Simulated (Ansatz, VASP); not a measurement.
## One calculation of GaAs, two programs

```
Ga As
1.0
     0.00000    2.94641    2.94641
     2.94641    0.00000    2.94641
     2.94641    2.94641    0.00000
Ga As
1 1
Direct
  0.00000 0.00000 0.00000
  0.25000 0.25000 0.25000
```

Change from the starting cell: hydrostatic strain +4.0%.

Alike in both runs: task single point; functional HSE06; k mesh 6 × 6 × 6; occupations fermi-dirac, width 0.02 eV; no spin polarisation.

|  | VASP | Ansatz |
| --- | --- | --- |
| version | VASP 6.6.1 | Ansatz 0.2.0 |
| potentials or method | VASP PAW PBE potentials, release 64 (Ga_d, As) | plane waves, PAW |
| plane-wave cutoff (eV) | 520 | 420 |
| valence electrons in the cell | 18 | 28 |

|  | VASP | Ansatz | Ansatz less VASP |
| --- | --- | --- | --- |
| pressure (GPa) | -6.2 | -6.2 | +0.09 |

With one functional, cell and mesh, what is left measures potentials, basis and numerics. VASP's potentials hold 18 valence electrons a cell and Ansatz's 28, so a difference there can come from the potentials and not from the codes. Ansatz's warnings: stress exchange threshold loose, stress scf threshold loose.
